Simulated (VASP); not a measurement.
# AlN (P6_3mc) in VASP: a series of runs, part 2 of 2

VASP 6.6.1.

### 4 Single point, PBEsol

This run uses another cell than the first one, of 10.46 Å³/atom, 1.019 times its volume.

Contents of INCAR:

```
SYSTEM = AlN
  ALGO = Normal
  EDIFF = 1E-6
  ENCUT = 520
  GGA = PS
  ISIF = 2
  ISMEAR = 0
  LASPH = .TRUE.
  LCHARG = .FALSE.
  LREAL = .FALSE.
  LWAVE = .FALSE.
  NBANDS = 16
  NELM = 60
  PREC = Accurate
  SIGMA = 0.01
```

Contents of KPOINTS:

```
k-points
0
G
  8 8 6
  0 0 0
```

Contents of POSCAR:

```
AlN
1.0
    3.1138295412      0.0000000000      0.0000000000
   -1.5569147706      2.6966554857      0.0000000000
    0.0000000000      0.0000000000      4.9828520803
Al N
2 2
Direct
    0.3333333333      0.6666666667     -0.0010085627
    0.6666666667      0.3333333333      0.4989914373
    0.3333333333      0.6666666667      0.3810085627
    0.6666666667      0.3333333333      0.8810085627
```

Potentials or basis: VASP PAW PBE potentials, release 64 (Al, N).

Launch:

```bash
$ cat potpaw_PBE.64/Al/POTCAR potpaw_PBE.64/N/POTCAR > POTCAR
$ mpirun -np 1 vasp_std > vasp.out
```

OUTCAR:

```text
SYSTEM = AlN
   EDIFF = 1E-6
   ENCUT = 520
   GGA = PS
   ISIF = 2
   ISMEAR = 0
   LASPH = .TRUE.
   LREAL = .FALSE.
   NELM = 60
   PREC = Accurate

 ion  position               nearest neighbor table
   1  0.333  0.667  0.999-   4 1.89   4 1.89   4 1.89   3 1.90   2 3.07   2 3.07   2 3.07   2 3.07
                             2 3.07   2 3.07
   2  0.667  0.333  0.499-   3 1.89   3 1.89   3 1.89   4 1.90   1 3.07   1 3.07   1 3.07   1 3.07
                             1 3.07   1 3.07
   3  0.333  0.667  0.381-   2 1.89   2 1.89   2 1.89   1 1.90
   4  0.667  0.333  0.881-   1 1.89   1 1.89   1 1.89   2 1.90

  LATTYP: Found a hexagonal cell.
 ALAT       =     3.1138295412
 C/A-ratio  =     1.6002327727

  Lattice vectors:

 A1 = (   3.1138295412,   0.0000000000,   0.0000000000)
 A2 = (  -1.5569147706,   2.6966554857,   0.0000000000)
 A3 = (   0.0000000000,   0.0000000000,   4.9828520803)

Analysis of symmetry for initial positions (statically):
=====================================================================
 Subroutine PRICEL returns:
 Original cell was already a primitive cell.

 Routine SETGRP: Setting up the symmetry group for a
 hexagonal supercell.

 Subroutine GETGRP returns: Found 12 space group operations
 (whereof  6 operations were pure point group operations)
 out of a pool of 24 trial point group operations.

The static configuration has the point symmetry C_3v.
 The point group associated with its full space group is C_6v.

Analysis of symmetry for dynamics (positions and initial velocities):
=====================================================================
 Subroutine PRICEL returns:
 Original cell was already a primitive cell.

 Routine SETGRP: Setting up the symmetry group for a
 hexagonal supercell.

 Subroutine GETGRP returns: Found 12 space group operations
 (whereof  6 operations were pure point group operations)
 out of a pool of 24 trial point group operations.

The dynamic configuration has the point symmetry C_3v.
 The point group associated with its full space group is C_6v.

 Subroutine INISYM returns: Found 12 space group operations
 (whereof  6 operations are pure point group operations),
 and found     1 'primitive' translations

----------------------------------------------------------------------------------------

                                     Primitive cell

  volume of cell :      41.8406

  direct lattice vectors                    reciprocal lattice vectors
     3.113829541  0.000000000  0.000000000     0.321147958  0.185414860  0.000000000
    -1.556914771  2.696655486  0.000000000     0.000000000  0.370829720  0.000000000
     0.000000000  0.000000000  4.982852080     0.000000000  0.000000000  0.200688277

  length of vectors
     3.113829541  3.113829541  4.982852080     0.370829720  0.370829720  0.200688277

  position of ions in fractional coordinates (direct lattice)
     0.333333333  0.666666667  0.998991437
     0.666666667  0.333333333  0.498991437
     0.333333333  0.666666667  0.381008563
     0.666666667  0.333333333  0.881008563

  ion indices of the primitive-cell ions
   primitive index   ion index
                 1           1
                 2           2
                 3           3
                 4           4

----------------------------------------------------------------------------------------

 KPOINTS: k-points

Automatic generation of k-mesh.
 Grid dimensions read from file:
 generate k-points for:    8    8    6

 Generating k-lattice:

  Cartesian coordinates                     Fractional coordinates (reciprocal lattice)
     0.040143495  0.023176858  0.000000000     0.125000000  0.000000000  0.000000000
     0.000000000  0.046353715  0.000000000     0.000000000  0.125000000  0.000000000
     0.000000000  0.000000000  0.033448046     0.000000000  0.000000000  0.166666667

  Length of vectors
     0.046353715  0.046353715  0.033448046

  Shift w.r.t. Gamma in fractional coordinates (k-lattice)
     0.000000000  0.000000000  0.000000000

 Subroutine IBZKPT returns following result:
 ===========================================

 Found     40 irreducible k-points:

 Following reciprocal coordinates:
            Coordinates               Weight
  0.000000  0.000000  0.000000      1.000000
  0.125000  0.000000  0.000000      6.000000
  0.250000  0.000000  0.000000      6.000000
  0.375000 -0.000000  0.000000      6.000000
  0.500000  0.000000  0.000000      3.000000
  0.125000  0.125000  0.000000      6.000000
[... 16 lines left out ...]
  0.250000  0.000000  0.333333     12.000000
  0.375000 -0.000000  0.333333     12.000000
 [... further k-points ...]
   k-points           NKPTS =     40   k-points in BZ     NKDIM =     40   number of bands    NBANDS=     16
   number of dos      NEDOS =    301   number of ions     NIONS =      4
   total plane-waves  NPLWV =  23040
   dimension x,y,z NGX =    24 NGY =   24 NGZ =   40
   dimension x,y,z NGXF=    48 NGYF=   48 NGZF=   80
   ions per type =               2   2
   NGX,Y,Z   is equivalent  to a cutoff of  12.81, 12.81, 13.35 a.u.
   NGXF,Y,Z  is equivalent  to a cutoff of  25.63, 25.63, 26.69 a.u.
 SYSTEM =  AlN
   PREC   = accura    normal or accurate (medium, high low for compatibility)
   ISTART =      0    job   : 0-new  1-cont  2-samecut
   ICHARG =      2    charge: 1-file 2-atom 10-const
   ISPIN  =      1    spin polarized calculation?
   LNONCOLLINEAR =      F non collinear calculations
   LSORBIT =      F    spin-orbit coupling
   LASPH  =      T    aspherical Exc in radial PAW
   ENCUT  =  520.0 eV  38.22 Ry    6.18 a.u.   5.79  5.79  9.26*2*pi/ulx,y,z
   NELM   =     60;   NELMIN=  2; NELMDL= -5     # of ELM steps
   EDIFF  = 0.1E-05   stopping-criterion for ELM
   LREAL  =      F    real-space projection
   EDIFFG = 0.1E-04   stopping-criterion for IOM
   NSW    =      0    number of steps for IOM
   IBRION =     -1    ionic relax: 0-MD 1-quasi-New 2-CG
   NFREE  =      0    steps in history (QN), initial steepest desc. (CG)
   ISIF   =      2    stress and relaxation
   ISYM   =      2    0-nonsym 1-usesym 2-fastsym
   POTIM  = 0.5000    time-step for ionic-motion
   TEBEG  =    0.0;   TEEND  =   0.0 temperature during run
   PSTRESS=    0.0 pullay stress
   NELECT =      16.0000    total number of electrons
   NUPDOWN=      -1.0000    fix difference up-down
   EMIN   =  10.00;   EMAX   =-10.00  energy-range for DOS
   EFERMI =   0.00;   METHOD = LEGACY
   ISMEAR =     0;   SIGMA  =   0.01  broadening in eV -4-tet -1-fermi 0-gaus
   EFERMI_NEDOS =   21; number of points for ismear=-14 and -15
   IALGO  =     38    algorithm
   IMIX   =      4    mixing-type and parameters
     AMIX     =   0.40;   BMIX     =  1.00
     AMIX_MAG =   1.60;   BMIX_MAG =  1.00
  volume/ion in A,a.u.               =      10.46        70.59
  Fermi-wavevector in a.u.,A,eV,Ry     =   1.188271  2.245506 19.211253  1.411987
  Thomas-Fermi vector in A             =   2.324404
   LORBIT       =      0    0 simple, 1 ext, 2 COOP (PROOUT), +10 PAW based schemes
   GGA     = PS    functional components
   LHFCALC =     F    Hartree Fock is set to
   AEXX    =    0.0000 exact exchange contribution
   IVDW    =     0    specifies the selected vdW correction
   LEPSILON=     F    determine dielectric tensor
   LRPA    =     F    only Hartree local field effects (RPA)
 non-spin polarized calculation
 Gauss-broadening in eV      SIGMA  =   0.01
  energy-cutoff  :      520.00
  volume of cell :       41.84
 maximum number of plane-waves:      1140
 NGX is ok and might be reduce to    24
   NGX = 11   NGY = 11   NGZ = 19

 number of electron      15.9999997 magnetization

 Free energy of the ion-electron system (eV)
  ---------------------------------------------------
  ext. energy  EPLUGINS =         0.00000000
  ---------------------------------------------------
  free energy    TOTEN  =       -31.31234172 eV

  energy without entropy =      -31.31234172  energy(sigma->0) =      -31.31234172

 E-fermi :   6.1333     XC(G=0): -11.0999

 val. band max:        6.0533305826   @ k =   0.0000   0.0000   0.0000
 cond. band min:      10.1641824607   @ k =   0.0000   0.0000   0.0000
 fundamental gap:      4.1108518780
 Fermi energy:         6.1332538658

 k-point     1 :       0.0000    0.0000    0.0000
  band No.  band energies     occupation
      1      -9.1101      2.00000
      2      -6.9293      2.00000
      3       0.0019      2.00000
      4       5.1732      2.00000
      5       5.1732      2.00000
      6       5.8279      2.00000
[... 433 lines left out ...]
      3       0.7210      2.00000
      4       1.3672      2.00000
      5       3.6002      2.00000
      6       4.3679      2.00000
[... 8 lines left out ...]
     15      18.1551      0.00000
     16      20.0609      0.00000

 [... further k-points ...]
[... 5 lines left out ...]
  --------------------------------------------------------------------------------------
  -------------------------------------------------------------------------------------
  Total       -0.0146504     -0.0146504     -0.0027905      0.0000000      0.0000000     -0.0000000
  in kB       -0.5609971     -0.5609971     -0.1068552      0.0000000      0.0000000     -0.0000000
  external PRESSURE =      -0.4096165 kB  Pullay stress =       0.0000000 kB

 VOLUME and BASIS-vectors are now :
 -----------------------------------------------------------------------------
  energy-cutoff  :      520.00
  volume of cell :       41.84
      direct lattice vectors                 reciprocal lattice vectors
     3.113829541  0.000000000  0.000000000     0.321147958  0.185414860  0.000000000
    -1.556914771  2.696655486  0.000000000     0.000000000  0.370829720  0.000000000
     0.000000000  0.000000000  4.982852080     0.000000000  0.000000000  0.200688277

 POSITION                                       TOTAL-FORCE (eV/Angst)
 -----------------------------------------------------------------------------------
     -0.00000      1.79777      4.97783         0.000000      0.000000     -0.000303
      1.55691      0.89889      2.48640        -0.000000     -0.000000     -0.000303
     -0.00000      1.79777      1.89851         0.000000      0.000000      0.000303
      1.55691      0.89889      4.38994        -0.000000     -0.000000      0.000303
 -----------------------------------------------------------------------------------
    total drift:                               -0.000000      0.000000      0.000566

  FREE ENERGIE OF THE ION-ELECTRON SYSTEM (eV)
  ---------------------------------------------------
  free  energy   TOTEN  =       -31.3123417151 eV

  energy  without entropy=      -31.3123417151  energy(sigma->0) =      -31.31234172
```

OSZICAR:

```text
N       E                     dE             d eps       ncg     rms          rms(c)
DAV:   1     0.388478435343E+02    0.38848E+02   -0.73785E+03  1280   0.900E+02
DAV:   2    -0.323815874011E+02   -0.71229E+02   -0.65587E+02  1816   0.184E+02
DAV:   3    -0.357380792214E+02   -0.33565E+01   -0.33464E+01  1608   0.413E+01
DAV:   4    -0.357584547165E+02   -0.20375E-01   -0.20374E-01  1544   0.366E+00
DAV:   5    -0.357587159515E+02   -0.26123E-03   -0.26123E-03  1624   0.419E-01    0.117E+01
DAV:   6    -0.313645454577E+02    0.43942E+01   -0.95694E+00  1512   0.223E+01    0.417E+00
DAV:   7    -0.313496653182E+02    0.14880E-01   -0.61020E-01  1416   0.544E+00    0.289E+00
DAV:   8    -0.313167937212E+02    0.32872E-01   -0.71347E-02  1384   0.226E+00    0.597E-01
DAV:   9    -0.313120590893E+02    0.47346E-02   -0.12216E-02  1680   0.822E-01    0.250E-01
DAV:  10    -0.313124156052E+02   -0.35652E-03   -0.13699E-03  1408   0.242E-01    0.156E-01
DAV:  11    -0.313123426379E+02    0.72967E-04   -0.11585E-04  1472   0.788E-02    0.333E-02
DAV:  12    -0.313123417151E+02    0.92279E-06   -0.50819E-06  1496   0.193E-02
   1 F= -.31312342E+02 E0= -.31312342E+02  d E =-.266397E-32
```

stdout:

```text
POSCAR found type information on POSCAR AlN
 POSCAR found :  2 types and       4 ions
 scaLAPACK will be used
 -----------------------------------------------------------------------------
|                                                                             |
|                                                                             |
|     You enforced a specific xc type in the INCAR file but a different       |
|     I HOPE YOU KNOW WHAT YOU ARE DOING!                                     |
|                                                                             |
 -----------------------------------------------------------------------------

 LDA part: xc-table for (Slater+PW92), standard interpolation
 POSCAR, INCAR and KPOINTS ok, starting setup
 FFT: planning ... GRIDC
 FFT: planning ... GRID_SOFT
 FFT: planning ... GRID
 WAVECAR not read
 entering main loop
```

It took 9.4 s on 1 thread of Intel Xeon 6975P-C (Granite Rapids), shared host; peak memory 0.15 GiB.

Results:

* Free energy: -31.3123 eV
* Pressure: 0.0 GPa
* Band gap on the k mesh: 4.11 eV, direct

Caveat: the PAW data sets were made with another functional, which shifts forces and pressure a little. A k mesh can miss the band edges.
